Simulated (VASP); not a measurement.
# ZnCu (Pm-3m) in VASP: notebook

ZnCu is run at these levels: PBE, PBEsol, LDA; tasks: single point.

Everything below comes from runs of VASP 6.6.1. Logs are shortened: lines on timing, memory, paths and dates and some standing lists are left out, and cuts for length are marked.

## Step 1: The cell of the first run

Symmetry: Pm-3m, No. 221, cubic system. The conventional cell has a = 2.963 Å, b = 2.963 Å, c = 2.963 Å, α = 90.00°, β = 90.00°, γ = 90.00°. Zn (site symmetry m-3m) has 8 Cu at 2.57 Å and 6 Zn at 2.96 Å within 3.4 Å. Within 3.4 Å of Cu (site symmetry m-3m) lie 8 Zn at 2.57 Å and 6 Cu at 2.96 Å.

## Step 2: Single point, PBE (13.01 Å³/atom)

File INCAR:

```
SYSTEM = ZnCu
PREC = Accurate ; ENCUT = 520
EDIFF = 1E-6 ; ISMEAR = 0
SIGMA = 0.05 ; LREAL = .False.
LASPH = .True. ; NELM = 100
ALGO = Fast ; ISIF = 2
LWAVE = .False. ; LCHARG = .False.
GGA = PE ; NBANDS = 18
```

File KPOINTS:

```
Automatic mesh
0
Gamma
  12 12 12
  0 0 0
```

File POSCAR:

```
ZnCu
1.0
    2.9629196502      0.0000000000      0.0000000000
    0.0000000000      2.9629196502      0.0000000000
    0.0000000000      0.0000000000      2.9629196502
Zn Cu
1 1
Direct
    0.5000000000      0.5000000000      0.5000000000
    0.0000000000      0.0000000000      0.0000000000
```

Potentials or basis: VASP PAW PBE potentials, release 64 (Zn, Cu).

On the command line:

```
cat potpaw_PBE.64/Zn/POTCAR potpaw_PBE.64/Cu/POTCAR > POTCAR
mpirun -np 1 vasp_std > vasp.out
```

OUTCAR:

```text
SYSTEM = ZnCu
   PREC = Accurate
   ENCUT = 520
   EDIFF = 1E-6
   ISMEAR = 0
   LREAL = .False.
   LASPH = .True.
   NELM = 100
   ISIF = 2
   GGA = PE

 ion  position               nearest neighbor table
   1  0.500  0.500  0.500-   2 2.57   2 2.57   2 2.57   2 2.57   2 2.57   2 2.57   2 2.57   2 2.57

   2  0.000  0.000  0.000-   1 2.57   1 2.57   1 2.57   1 2.57   1 2.57   1 2.57   1 2.57   1 2.57

  LATTYP: Found a simple cubic cell.
 ALAT       =     2.9629196502

  Lattice vectors:

 A1 = (   2.9629196502,   0.0000000000,   0.0000000000)
 A2 = (   0.0000000000,   2.9629196502,   0.0000000000)
 A3 = (   0.0000000000,   0.0000000000,   2.9629196502)

Analysis of symmetry for initial positions (statically):
=====================================================================
 Subroutine PRICEL returns:
 Original cell was already a primitive cell.

 Routine SETGRP: Setting up the symmetry group for a
 simple cubic supercell.

 Subroutine GETGRP returns: Found 48 space group operations
 (whereof 48 operations were pure point group operations)
 out of a pool of 48 trial point group operations.

The static configuration has the point symmetry O_h .

Analysis of symmetry for dynamics (positions and initial velocities):
=====================================================================
 Subroutine PRICEL returns:
 Original cell was already a primitive cell.

 Routine SETGRP: Setting up the symmetry group for a
 simple cubic supercell.

 Subroutine GETGRP returns: Found 48 space group operations
 (whereof 48 operations were pure point group operations)
 out of a pool of 48 trial point group operations.

The dynamic configuration has the point symmetry O_h .

 Subroutine INISYM returns: Found 48 space group operations
 (whereof 48 operations are pure point group operations),
 and found     1 'primitive' translations

----------------------------------------------------------------------------------------

                                     Primitive cell

  volume of cell :      26.0112

  direct lattice vectors                    reciprocal lattice vectors
     2.962919650  0.000000000  0.000000000     0.337504934  0.000000000  0.000000000
     0.000000000  2.962919650  0.000000000     0.000000000  0.337504934  0.000000000
     0.000000000  0.000000000  2.962919650     0.000000000  0.000000000  0.337504934

  length of vectors
     2.962919650  2.962919650  2.962919650     0.337504934  0.337504934  0.337504934

  position of ions in fractional coordinates (direct lattice)
     0.500000000  0.500000000  0.500000000
     0.000000000  0.000000000  0.000000000

  ion indices of the primitive-cell ions
   primitive index   ion index
                 1           1
                 2           2

----------------------------------------------------------------------------------------

 KPOINTS: Automatic mesh

Automatic generation of k-mesh.
 Grid dimensions read from file:
 generate k-points for:   12   12   12

 Generating k-lattice:

  Cartesian coordinates                     Fractional coordinates (reciprocal lattice)
     0.028125411  0.000000000  0.000000000     0.083333333  0.000000000  0.000000000
     0.000000000  0.028125411  0.000000000     0.000000000  0.083333333  0.000000000
     0.000000000  0.000000000  0.028125411     0.000000000  0.000000000  0.083333333

  Length of vectors
     0.028125411  0.028125411  0.028125411

  Shift w.r.t. Gamma in fractional coordinates (k-lattice)
     0.000000000  0.000000000  0.000000000

 Subroutine IBZKPT returns following result:
 ===========================================

 Found     84 irreducible k-points:

 Following reciprocal coordinates:
            Coordinates               Weight
  0.000000  0.000000  0.000000      1.000000
  0.083333  0.000000  0.000000      6.000000
  0.166667  0.000000  0.000000      6.000000
  0.250000  0.000000  0.000000      6.000000
  0.333333  0.000000  0.000000      6.000000
  0.416667  0.000000  0.000000      6.000000
[... 16 lines left out ...]
  0.333333  0.333333  0.000000     12.000000
  0.416667  0.333333  0.000000     24.000000
 [... further k-points ...]
   k-points           NKPTS =     84   k-points in BZ     NKDIM =     84   number of bands    NBANDS=     18
   number of dos      NEDOS =    301   number of ions     NIONS =      2
   total plane-waves  NPLWV =  13824
   dimension x,y,z NGX =    24 NGY =   24 NGZ =   24
   dimension x,y,z NGXF=    48 NGYF=   48 NGZF=   48
   ions per type =               1   1
   NGX,Y,Z   is equivalent  to a cutoff of  13.47, 13.47, 13.47 a.u.
   NGXF,Y,Z  is equivalent  to a cutoff of  26.93, 26.93, 26.93 a.u.
 SYSTEM =  ZnCu
   PREC   = accura    normal or accurate (medium, high low for compatibility)
   ISTART =      0    job   : 0-new  1-cont  2-samecut
   ICHARG =      2    charge: 1-file 2-atom 10-const
   ISPIN  =      1    spin polarized calculation?
   LNONCOLLINEAR =      F non collinear calculations
   LSORBIT =      F    spin-orbit coupling
   LASPH  =      T    aspherical Exc in radial PAW
   ENCUT  =  520.0 eV  38.22 Ry    6.18 a.u.   5.51  5.51  5.51*2*pi/ulx,y,z
   NELM   =    100;   NELMIN=  2; NELMDL= -5     # of ELM steps
   EDIFF  = 0.1E-05   stopping-criterion for ELM
   LREAL  =      F    real-space projection
   EDIFFG = 0.1E-04   stopping-criterion for IOM
   NSW    =      0    number of steps for IOM
   IBRION =     -1    ionic relax: 0-MD 1-quasi-New 2-CG
   NFREE  =      0    steps in history (QN), initial steepest desc. (CG)
   ISIF   =      2    stress and relaxation
   ISYM   =      2    0-nonsym 1-usesym 2-fastsym
   POTIM  = 0.5000    time-step for ionic-motion
   TEBEG  =    0.0;   TEEND  =   0.0 temperature during run
   PSTRESS=    0.0 pullay stress
   NELECT =      23.0000    total number of electrons
   NUPDOWN=      -1.0000    fix difference up-down
   EMIN   =  10.00;   EMAX   =-10.00  energy-range for DOS
   EFERMI =   0.00;   METHOD = LEGACY
   ISMEAR =     0;   SIGMA  =   0.05  broadening in eV -4-tet -1-fermi 0-gaus
   EFERMI_NEDOS =   21; number of points for ismear=-14 and -15
   IALGO  =     68    algorithm
   IMIX   =      4    mixing-type and parameters
     AMIX     =   0.40;   BMIX     =  1.00
     AMIX_MAG =   1.60;   BMIX_MAG =  1.00
  volume/ion in A,a.u.               =      13.01        87.77
  Fermi-wavevector in a.u.,A,eV,Ry     =   1.571319  2.969361 33.593355  2.469042
  Thomas-Fermi vector in A             =   2.672920
   LORBIT       =      0    0 simple, 1 ext, 2 COOP (PROOUT), +10 PAW based schemes
   GGA     = PE    functional components
   LHFCALC =     F    Hartree Fock is set to
   AEXX    =    0.0000 exact exchange contribution
   IVDW    =     0    specifies the selected vdW correction
   LEPSILON=     F    determine dielectric tensor
   LRPA    =     F    only Hartree local field effects (RPA)
 non-spin polarized calculation
 RMM-DIIS sequential band-by-band and
 Gauss-broadening in eV      SIGMA  =   0.05
  energy-cutoff  :      520.00
  volume of cell :       26.01
 maximum number of plane-waves:       739
 NGX is ok and might be reduce to    24
   NGX = 11   NGY = 11   NGZ = 11

 number of electron      23.0000018 magnetization

 Free energy of the ion-electron system (eV)
  ---------------------------------------------------
  ext. energy  EPLUGINS =         0.00000000
  ---------------------------------------------------
  free energy    TOTEN  =        -5.01036860 eV

  energy without entropy =       -5.00958670  energy(sigma->0) =       -5.00997765

 E-fermi :   5.2762     XC(G=0): -12.2999

 val. band max:        5.2694590835   @ k =   0.5000   0.3333   0.3333
 cond. band min:       5.3789305681   @ k =   0.3333   0.3333   0.0000
 fundamental gap:      0.1094714847
 Fermi energy:         5.2761987551

 k-point     1 :       0.0000    0.0000    0.0000
  band No.  band energies     occupation
      1      -4.8285      2.00000
      2      -2.4177      2.00000
      3      -2.4177      2.00000
      4      -1.7513      2.00000
      5      -1.7513      2.00000
      6      -1.7513      2.00000
[... 10 lines left out ...]
     17      17.3614      0.00000
     18      28.6311      0.00000

 k-point     2 :       0.0833    0.0000    0.0000
  band No.  band energies     occupation
      1      -4.7044      2.00000
      2      -2.4040      2.00000
      3      -2.3915      2.00000
      4      -1.7621      2.00000
      5      -1.7621      2.00000
      6      -1.7461      2.00000
[... 10 lines left out ...]
     17      18.3093      0.00000
     18      27.4388      0.00000

 k-point     3 :       0.1667    0.0000    0.0000
  band No.  band energies     occupation
      1      -4.3379      2.00000
      2      -2.3663      2.00000
      3      -2.3154      2.00000
      4      -1.7914      2.00000
      5      -1.7914      2.00000
      6      -1.7319      2.00000
[... 10 lines left out ...]
     17      20.9545      0.00000
     18      25.3039      0.00000

 k-point     4 :       0.2500    0.0000    0.0000
  band No.  band energies     occupation
      1      -3.7540      2.00000
      2      -2.3139      2.00000
      3      -2.1892      2.00000
      4      -1.8312      2.00000
      5      -1.8312      2.00000
      6      -1.7123      2.00000
[... 375 lines left out ...]
      4      -1.8703      2.00000
      5      -1.8443      2.00000
      6       0.3876      2.00000
[... 10 lines left out ...]
     17      19.7213      0.00000
     18      20.3107      0.00000

 k-point    23 :       0.3333    0.3333    0.0000
  band No.  band energies     occupation
      1      -2.4955      2.00000
      2      -2.2860      2.00000
      3      -1.9357      2.00000
      4      -1.8847      2.00000
      5      -1.7766      2.00000
      6      -0.6595      2.00000
[... 10 lines left out ...]
     17      21.4627      0.00000
     18      21.8828      0.00000

 k-point    24 :       0.4167    0.3333    0.0000
  band No.  band energies     occupation
      1      -2.4954      2.00000
      2      -2.2945      2.00000
      3      -1.9648      2.00000
      4      -1.9157      2.00000
      5      -1.6882      2.00000
      6       0.0986      2.00000
[... 10 lines left out ...]
     17      20.4424      0.00000
     18      21.1798      0.00000

 [... further k-points ...]
[... 5 lines left out ...]
  --------------------------------------------------------------------------------------
  -------------------------------------------------------------------------------------
  Total        0.1766318      0.1766318      0.1766318     -0.0000000     -0.0000000      0.0000000
  in kB       10.8797751     10.8797751     10.8797751     -0.0000000     -0.0000000      0.0000000
  external PRESSURE =      10.8797751 kB  Pullay stress =       0.0000000 kB

 VOLUME and BASIS-vectors are now :
 -----------------------------------------------------------------------------
  energy-cutoff  :      520.00
  volume of cell :       26.01
      direct lattice vectors                 reciprocal lattice vectors
     2.962919650  0.000000000  0.000000000     0.337504934  0.000000000  0.000000000
     0.000000000  2.962919650  0.000000000     0.000000000  0.337504934  0.000000000
     0.000000000  0.000000000  2.962919650     0.000000000  0.000000000  0.337504934

 POSITION                                       TOTAL-FORCE (eV/Angst)
 -----------------------------------------------------------------------------------
      1.48146      1.48146      1.48146         0.000000      0.000000      0.000000
      0.00000      0.00000      0.00000         0.000000      0.000000      0.000000
 -----------------------------------------------------------------------------------
    total drift:                                0.000000      0.000000     -0.000000

  FREE ENERGIE OF THE ION-ELECTRON SYSTEM (eV)
  ---------------------------------------------------
  free  energy   TOTEN  =        -5.0103686040 eV

  energy  without entropy=       -5.0095867010  energy(sigma->0) =       -5.00997765
```

It took 21 s on 1 thread of Intel Xeon Platinum 8375C at 2.90GHz (Ice Lake), shared host; peak memory 0.16 GiB.

Results:

| Property | Result |
| --- | --- |
| Free energy | -5.0104 eV |
| Pressure | 1.1 GPa |
| Band gap on the k mesh | zero (an odd number of electrons rules out a gap without spin polarisation) |

Levels at points of the mesh, in eV from the Fermi level:
```csv
k point,band 10,band 11,band 12,band 13,band 14,band 15
"(0.00, 0.00, 0.00)",-2.61,-2.61,6.26,6.26,6.26,11.24
"(0.50, 0.00, 0.00)",-3.14,-2.68,-1.90,11.65,11.65,12.28
"(0.50, 0.50, 0.00)",-2.38,-1.74,-1.74,1.77,2.13,13.83
"(0.50, 0.50, 0.50)",-2.36,3.82,4.39,4.39,4.39,4.55
```

## Step 3: Single point, PBE (13.04 Å³/atom)

This run uses another cell than the first one, of 13.04 Å³/atom.

File INCAR:

```
PREC = Accurate ; ENCUT = 520
EDIFF = 1E-6 ; ISMEAR = 0
SIGMA = 0.05 ; LREAL = False
LASPH = True ; NELM = 60
ALGO = Fast ; ISIF = 2
LWAVE = False ; LCHARG = False
GGA = PE ; NBANDS = 18
```

File KPOINTS:

```
regular mesh
0
Gamma
  12 12 12
```

File POSCAR:

```
ZnCu
1.0
    2.9652259791      0.0000000000      0.0000000000
    0.0000000000      2.9652259791      0.0000000000
    0.0000000000      0.0000000000      2.9652259791
Zn Cu
1 1
Direct
    0.5000000000      0.5000000000      0.5000000000
    0.0000000000      0.0000000000      0.0000000000
```

Potentials or basis: VASP PAW PBE potentials, release 64 (Zn, Cu).

On the command line:

```
cat potpaw_PBE.64/Zn/POTCAR potpaw_PBE.64/Cu/POTCAR > POTCAR
mpirun -np 1 vasp_std > vasp.out
```

It took 21 s on 1 thread of Intel Xeon Platinum 8375C at 2.90GHz (Ice Lake), shared host; peak memory 0.16 GiB.

The run converged. Its results:

```yaml
Free_energy: -5.0106 eV
Pressure: 0.8 GPa
Band_gap_on_the_k_mesh: zero (an odd number of electrons rules out a gap without spin polarisation)
```

Levels at points of the mesh, in eV from the Fermi level:
```tsv
k point	band 10	band 11	band 12	band 13	band 14	band 15
(0.00, 0.00, 0.00)	-2.60	-2.60	6.25	6.25	6.25	11.22
(0.50, 0.00, 0.00)	-3.13	-2.67	-1.90	11.63	11.63	12.27
(0.50, 0.50, 0.00)	-2.37	-1.73	-1.73	1.76	2.12	13.81
(0.50, 0.50, 0.50)	-2.35	3.80	4.39	4.39	4.39	4.54
```

## Step 4: Single point, PBEsol

This run uses another cell than the first one, of 13.04 Å³/atom.

File INCAR:

```
SYSTEM = ZnCu
PREC = Accurate
ENCUT = 520
EDIFF = 1E-7
ISMEAR = 0
SIGMA = 0.05
LREAL = .FALSE.
LASPH = .TRUE.
NELM = 60
ALGO = Fast
ISIF = 2
LWAVE = .FALSE.
LCHARG = .FALSE.
GGA = PS
NBANDS = 18
```

File KPOINTS:

```
regular mesh
0
G
  12 12 12
  0 0 0
```

POSCAR is that of step 3.

On the command line:

```
cat potpaw_PBE.64/Zn/POTCAR potpaw_PBE.64/Cu/POTCAR > POTCAR
mpirun -np 1 vasp_std > vasp.out
```

Wall time 27 s (1 thread of Intel Xeon Platinum 8375C at 2.90GHz (Ice Lake), shared host); peak memory 0.16 GiB.

The run converged. Its results:

```yaml
Free_energy: -6.0650 eV
Pressure: -6.1 GPa
Band_gap_on_the_k_mesh: zero (an odd number of electrons rules out a gap without spin polarisation)
```

Levels at points of the mesh, in eV from the Fermi level:
| k point | band 8 | band 9 | band 10 | band 11 | band 12 | band 13 | band 14 | band 15 | band 16 | band 17 |
| --- | --- | --- | --- | --- | --- | --- | --- | --- | --- | --- |
| (0.00, 0.00, 0.00) | -3.41 | -2.59 | -2.59 | -2.59 | 6.22 | 6.22 | 6.22 | 11.23 | 11.23 | 12.03 |
| (0.50, 0.00, 0.00) | -3.51 | -3.12 | -3.12 | -2.66 | -1.88 | 11.60 | 11.60 | 12.24 | 12.24 | 13.42 |
| (0.50, 0.50, 0.00) | -2.73 | -2.73 | -2.35 | -1.75 | -1.75 | 1.76 | 2.11 | 13.77 | 15.44 | 15.44 |
| (0.50, 0.50, 0.50) | -4.10 | -2.33 | -2.33 | 3.78 | 4.38 | 4.38 | 4.38 | 4.54 | 4.54 | 4.54 |

Caveat: the cell stands under tension; the PAW data sets were made with another functional, which shifts forces and pressure a little.

(Continued in part 2 of 2.)
